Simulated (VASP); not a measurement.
# Se (Im-3m) in VASP: density of states with LDA

Aim: the density of states of Se with LDA.

Program: VASP 6.6.1. These are calculated values, not measurements. Logs are shortened: lines on timing, memory, paths and dates and some standing lists are left out, and cuts for length are marked.

## (1) The cell of the first run

It takes space group Im-3m (No. 229, cubic). The conventional cell has a = 3.407 Å, b = 3.407 Å, c = 3.407 Å, α = 90.00°, β = 90.00°, γ = 90.00°. Within 3.9 Å of Se (site symmetry m-3m) lie 14 Se at 2.95 to 3.41 Å.

## (2) Density of states, LDA

File POSCAR:

```
Se
1.0
   -1.7034486149      1.7034486149      1.7034486149
    1.7034486149     -1.7034486149      1.7034486149
    1.7034486149      1.7034486149     -1.7034486149
Se
1
Direct
    0.0000000000      0.0000000000      0.0000000000
```

File INCAR.step1:

```
PREC = Accurate
ENCUT = 520
EDIFF = 1E-6
ISMEAR = 0
SIGMA = 0.1
LREAL = F
LASPH = T
NELM = 60
ALGO = Normal
ISIF = 2
LWAVE = F
LCHARG = T
NBANDS = 9
```

File KPOINTS.step1:

```
Automatic mesh
0
Gamma
  10 10 10
```

File INCAR.step2:

```
PREC = Accurate
ENCUT = 520
EDIFF = 1E-6
ISMEAR = -5
SIGMA = 0.1
LREAL = F
LASPH = T
NELM = 60
ALGO = Normal
ISIF = 2
LWAVE = F
LCHARG = F
LORBIT = 10
NBANDS = 9
NEDOS = 2001
ICHARG = 11
```

File KPOINTS.step2:

```
Automatic mesh
0
Gamma
  15 15 15
```

Potentials or basis: VASP PAW LDA potentials, release 64 (Se).

Started as:

```console
cat potpaw_LDA.64/Se/POTCAR > POTCAR
cp INCAR.step1 INCAR
cp KPOINTS.step1 KPOINTS
mpirun -np 1 vasp_std > vasp.out
cp INCAR.step2 INCAR
cp KPOINTS.step2 KPOINTS
mpirun -np 1 vasp_std > vasp.out
```

OUTCAR:

```text
PREC = Accurate
   ENCUT = 520
   EDIFF = 1E-6
   ISMEAR = -5
   LREAL = F
   LASPH = T
   NELM = 60
   ISIF = 2
   LORBIT = 10
   ICHARG = 11

 ion  position               nearest neighbor table
   1  0.000  0.000  0.000-

  LATTYP: Found a body centered cubic cell.
 ALAT       =     3.4068972298

  Lattice vectors:

 A1 = (  -1.7034486149,   1.7034486149,   1.7034486149)
 A2 = (   1.7034486149,  -1.7034486149,   1.7034486149)
 A3 = (   1.7034486149,   1.7034486149,  -1.7034486149)

Analysis of symmetry for initial positions (statically):
=====================================================================
 Subroutine PRICEL returns:
 Original cell was already a primitive cell.

 Routine SETGRP: Setting up the symmetry group for a
 body centered cubic supercell.

 Subroutine GETGRP returns: Found 48 space group operations
 (whereof 48 operations were pure point group operations)
 out of a pool of 48 trial point group operations.

The static configuration has the point symmetry O_h .

Analysis of symmetry for dynamics (positions and initial velocities):
=====================================================================
 Subroutine PRICEL returns:
 Original cell was already a primitive cell.

 Routine SETGRP: Setting up the symmetry group for a
 body centered cubic supercell.

 Subroutine GETGRP returns: Found 48 space group operations
 (whereof 48 operations were pure point group operations)
 out of a pool of 48 trial point group operations.

The dynamic configuration has the point symmetry O_h .

 Subroutine INISYM returns: Found 48 space group operations
 (whereof 48 operations are pure point group operations),
 and found     1 'primitive' translations

----------------------------------------------------------------------------------------

                                     Primitive cell

  volume of cell :      19.7718

  direct lattice vectors                    reciprocal lattice vectors
    -1.703448615  1.703448615  1.703448615     0.000000000  0.293522209  0.293522209
     1.703448615 -1.703448615  1.703448615     0.293522209  0.000000000  0.293522209
     1.703448615  1.703448615 -1.703448615     0.293522209  0.293522209  0.000000000

  length of vectors
     2.950459549  2.950459549  2.950459549     0.415103089  0.415103089  0.415103089

  position of ions in fractional coordinates (direct lattice)
     0.000000000  0.000000000  0.000000000

  ion indices of the primitive-cell ions
   primitive index   ion index
                 1           1

----------------------------------------------------------------------------------------

 KPOINTS: Automatic mesh

Automatic generation of k-mesh.
 Grid dimensions read from file:
 generate k-points for:   15   15   15

 Generating k-lattice:

  Cartesian coordinates                     Fractional coordinates (reciprocal lattice)
     0.000000000  0.019568147  0.019568147     0.066666667  0.000000000  0.000000000
     0.019568147  0.000000000  0.019568147     0.000000000  0.066666667  0.000000000
     0.019568147  0.019568147  0.000000000     0.000000000  0.000000000  0.066666667

  Length of vectors
     0.027673539  0.027673539  0.027673539

  Shift w.r.t. Gamma in fractional coordinates (k-lattice)
     0.000000000  0.000000000  0.000000000

 TETIRR: Found   3891 inequivalent tetrahedra from    20250

 Subroutine IBZKPT returns following result:
 ===========================================

 Found    120 irreducible k-points:

 Following reciprocal coordinates:
            Coordinates               Weight
  0.000000  0.000000  0.000000      1.000000
  0.066667  0.000000  0.000000     12.000000
  0.133333  0.000000  0.000000     12.000000
  0.200000  0.000000  0.000000     12.000000
  0.266667  0.000000  0.000000     12.000000
  0.333333  0.000000  0.000000     12.000000
[... 16 lines left out ...]
  0.333333  0.200000 -0.000000     48.000000
  0.400000  0.200000  0.000000     24.000000
 [... further k-points ...]
   k-points           NKPTS =    120   k-points in BZ     NKDIM =    120   number of bands    NBANDS=      9
   number of dos      NEDOS =   2001   number of ions     NIONS =      1
   total plane-waves  NPLWV =  13824
   dimension x,y,z NGX =    24 NGY =   24 NGZ =   24
   dimension x,y,z NGXF=    48 NGYF=   48 NGZF=   48
   ions per type =               1
   NGX,Y,Z   is equivalent  to a cutoff of  13.52, 13.52, 13.52 a.u.
   NGXF,Y,Z  is equivalent  to a cutoff of  27.05, 27.05, 27.05 a.u.
 SYSTEM =  unknown system
   PREC   = accura    normal or accurate (medium, high low for compatibility)
   ISTART =      0    job   : 0-new  1-cont  2-samecut
   ICHARG =     11    charge: 1-file 2-atom 10-const
   ISPIN  =      1    spin polarized calculation?
   LNONCOLLINEAR =      F non collinear calculations
   LSORBIT =      F    spin-orbit coupling
   LASPH  =      T    aspherical Exc in radial PAW
   ENCUT  =  520.0 eV  38.22 Ry    6.18 a.u.   5.49  5.49  5.49*2*pi/ulx,y,z
   NELM   =     60;   NELMIN=  2; NELMDL=  0     # of ELM steps
   EDIFF  = 0.1E-05   stopping-criterion for ELM
   LREAL  =      F    real-space projection
   EDIFFG = 0.1E-04   stopping-criterion for IOM
   NSW    =      0    number of steps for IOM
   IBRION =     -1    ionic relax: 0-MD 1-quasi-New 2-CG
   NFREE  =      0    steps in history (QN), initial steepest desc. (CG)
   ISIF   =      2    stress and relaxation
   ISYM   =      2    0-nonsym 1-usesym 2-fastsym
   POTIM  = 0.5000    time-step for ionic-motion
   TEBEG  =    0.0;   TEEND  =   0.0 temperature during run
   PSTRESS=    0.0 pullay stress
   NELECT =       6.0000    total number of electrons
   NUPDOWN=      -1.0000    fix difference up-down
   EMIN   =  10.00;   EMAX   =-10.00  energy-range for DOS
   EFERMI =   0.00;   METHOD = LEGACY
   ISMEAR =    -5;   SIGMA  =   0.10  broadening in eV -4-tet -1-fermi 0-gaus
   EFERMI_NEDOS =   21; number of points for ismear=-14 and -15
   IALGO  =     38    algorithm
   IMIX   =      4    mixing-type and parameters
     AMIX     =   0.40;   BMIX     =  1.00
     AMIX_MAG =   1.60;   BMIX_MAG =  1.00
  volume/ion in A,a.u.               =      19.77       133.43
  Fermi-wavevector in a.u.,A,eV,Ry     =   1.100127  2.078939 16.466855  1.210280
  Thomas-Fermi vector in A             =   2.236533
   LORBIT       =     10    0 simple, 1 ext, 2 COOP (PROOUT), +10 PAW based schemes
   GGA     = CA    functional components
   LHFCALC =     F    Hartree Fock is set to
   AEXX    =    0.0000 exact exchange contribution
   IVDW    =     0    specifies the selected vdW correction
   LEPSILON=     F    determine dielectric tensor
   LRPA    =     F    only Hartree local field effects (RPA)
 non-spin polarized calculation
 Fermi weights with tetrahedron method with Bloechl corrections
  energy-cutoff  :      520.00
  volume of cell :       19.77
 maximum number of plane-waves:       555
 NGX is ok and might be reduce to    24

 number of electron       5.9999998 magnetization

 Free energy of the ion-electron system (eV)
  ---------------------------------------------------
  ext. energy  EPLUGINS =         0.00000000
  ---------------------------------------------------
  free energy    TOTEN  =        -3.70889478 eV

  energy without entropy =       -3.70889478  energy(sigma->0) =       -3.70889478

 E-fermi :   5.9077     XC(G=0): -10.8985

 val. band max:        6.0642634808   @ k =   0.1333   0.1333   0.1333
 cond. band min:       5.8449692483   @ k =  -0.2667   0.2667   0.2000
 fundamental gap:     -0.2192942325
 Fermi energy:         5.9076981472

 k-point     1 :       0.0000    0.0000    0.0000
  band No.  band energies     occupation
      1     -10.4444      2.00000
      2       8.9985      0.00000
      3       8.9985      0.00000
      4       8.9985      0.00000
      5      17.3116      0.00000
      6      18.4284      0.00000
      7      18.4284      0.00000
      8      18.4284      0.00000
      9      21.4177      0.00000

 k-point     2 :       0.0667    0.0000    0.0000
  band No.  band energies     occupation
      1     -10.3481      2.00000
      2       8.3887     -0.00006
      3       8.7949      0.00000
      4       8.9615      0.00000
      5      17.5815      0.00000
      6      18.0121      0.00000
      7      18.3913      0.00000
      8      18.8385      0.00000
      9      20.5376      0.00000

 k-point     3 :       0.1333    0.0000    0.0000
  band No.  band energies     occupation
      1     -10.0618      2.00000
      2       6.9249     -0.08438
      3       8.2826      0.00000
      4       8.8554      0.00000
      5      16.7590      0.00000
      6      17.1521      0.00000
      7      19.3336      0.00000
      8      19.9693      0.00000
      9      20.5302      0.00000

 k-point     4 :       0.2000    0.0000    0.0000
  band No.  band energies     occupation
      1      -9.5952      2.00000
      2       5.1186      1.97253
      3       7.6478      0.00000
      4       8.6959      0.00000
      5      15.5233      0.00000
      6      16.2620      0.00000
      7      20.1358      0.00000
      8      20.5164      0.00000
      9      21.6568      0.00000
[... 205 lines left out ...]
 k-point    22 :       0.2667    0.2000    0.0000
  band No.  band energies     occupation
      1      -7.3602      2.00000
      2       0.9958      2.00000
      3       3.9524      2.00095
      4       7.3089     -0.01355
      5      14.8089      0.00000
      6      16.8276      0.00000
      7      20.6085      0.00000
      8      22.2157      0.00000
      9      25.5056      0.00000

 k-point    23 :       0.3333    0.2000   -0.0000
  band No.  band energies     occupation
      1      -6.7592      2.00000
      2       0.1285      2.00000
      3       3.4080      2.00000
      4       7.1476     -0.03475
      5      14.6161      0.00000
      6      17.1823      0.00000
      7      20.7234      0.00000
      8      22.3133      0.00000
      9      26.2499      0.00000

 k-point    24 :       0.4000    0.2000    0.0000
  band No.  band energies     occupation
      1      -6.5064      2.00000
      2      -0.2257      2.00000
      3       3.2333      2.00000
      4       7.0918     -0.05067
      5      14.5436      0.00000
      6      17.3396      0.00000
      7      20.9952      0.00000
      8      21.8071      0.00000
      9      27.3243      0.00000

 [... further k-points ...]

------------------------ aborting loop because EDIFF is reached ----------------------------------------

  FORCE on cell =-STRESS in cart. coord.  units (eV):
  Direction    XX          YY          ZZ          XY          YZ          ZX
  --------------------------------------------------------------------------------------
  -------------------------------------------------------------------------------------
  Total       -0.3703810     -0.3703810     -0.3703810      0.0000000      0.0000000     -0.0000000
  in kB      -30.0131932    -30.0131932    -30.0131932      0.0000000      0.0000000     -0.0000000
  external PRESSURE =     -30.0131932 kB  Pullay stress =       0.0000000 kB

 VOLUME and BASIS-vectors are now :
 -----------------------------------------------------------------------------
  energy-cutoff  :      520.00
  volume of cell :       19.77
      direct lattice vectors                 reciprocal lattice vectors
    -1.703448615  1.703448615  1.703448615     0.000000000  0.293522209  0.293522209
     1.703448615 -1.703448615  1.703448615     0.293522209  0.000000000  0.293522209
     1.703448615  1.703448615 -1.703448615     0.293522209  0.293522209  0.000000000

 POSITION                                       TOTAL-FORCE (eV/Angst)
 -----------------------------------------------------------------------------------
      0.00000      0.00000      0.00000         0.000000      0.000000     -0.000000
 -----------------------------------------------------------------------------------
    total drift:                               -0.000000     -0.000000     -0.000000

  FREE ENERGIE OF THE ION-ELECTRON SYSTEM (eV)
  ---------------------------------------------------
  free  energy   TOTEN  =        -3.7088947829 eV

  energy  without entropy=       -3.7088947829  energy(sigma->0) =       -3.70889478

 total charge

# of ion       s       p       d       tot
------------------------------------------
    1        1.542   2.047   0.053   3.642
```

It took 12 s on 1 thread of Intel Xeon Platinum 8375C at 2.90GHz (Ice Lake), shared host; peak memory 0.14 GiB.

Results:

| Property | Result |
| --- | --- |
| Valence electrons inside the program's atomic spheres | Se 3.64 |

Levels at points of the mesh, in eV from the Fermi level:
```
           k point  band 1  band 2  band 3  band 4  band 5  band 6  band 7  band 8
(0.00, 0.00, 0.00)  -16.35    3.09    3.09    3.09   11.40   12.52   12.52   12.52
```

Caveat: tetrahedron occupations give inexact forces and stress in metals.
